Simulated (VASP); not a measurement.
Runs of VASP 6.6.1 on TaN. The structure is that of space group P6_3mc (No. 186), or close to it. The cells are those of the table. 

```csv
cell,gap on the mesh (eV),pressure (GPa),largest force (eV/Å)
"a = 3.206, b = 3.206, c = 5.509 Å, angles 90.0, 90.0, 120.0°, 4 atoms",none,27.1,4.41
"a = 3.161, b = 3.161, c = 5.431 Å, angles 90.0, 90.0, 120.0°, 4 atoms",none,(c),5.12
"a = 2.917, b = 2.917, c = 6.378 Å, angles 90.0, 90.0, 120.0°, 4 atoms",none,(a),2.43
"a = 2.956, b = 2.956, c = 6.210 Å, angles 90.0, 90.0, 120.0°, 4 atoms",none,24.0,1.79
"a = 3.119, b = 3.119, c = 5.579 Å, angles 90.0, 90.0, 120.0°, 4 atoms",none,37.5,3.11
"a = 2.996, b = 2.996, c = 6.046 Å, angles 90.0, 90.0, 120.0°, 4 atoms",none,25.7,0.96
"a = 3.036, b = 3.036, c = 5.886 Å, angles 90.0, 90.0, 120.0°, 4 atoms",none,28.5,0.11
"a = 2.958, b = 2.958, c = 6.470 Å, angles 90.0, 90.0, 120.0°, 4 atoms",none,(b),2.00
```

Alike in all rows: task single point; level PBEsol; potentials or basis VASP PAW PBE potentials, release 64 (Ta_pv, N); no spin polarisation; k mesh 18 × 18 × 8; cutoff (eV) 520; smearing gaussian 0.15 eV.

Question: Fill in the values left out.

Answer: (a) 23.3; (b) 8.9; (c) 43.9.

Caveats: the PAW data sets were made with another functional, which shifts forces and pressure a little; spin-orbit coupling is left out, which moves the levels of the heavy elements; the stress differs along the axes, from 3 to 76 GPa (at least some runs); the stress differs along the axes, from 15 to 102 GPa (at least some runs); the stress differs along the axes, from -9 to 39 GPa (at least some runs); the stress differs along the axes, from 4 to 34 GPa (at least some runs); the stress differs along the axes, from 18 to 77 GPa (at least some runs).

A k mesh can miss the band edges, and the runs leave out spin-orbit coupling on Ta.

A gap of «none» marks levels without a gap at the run's occupations.
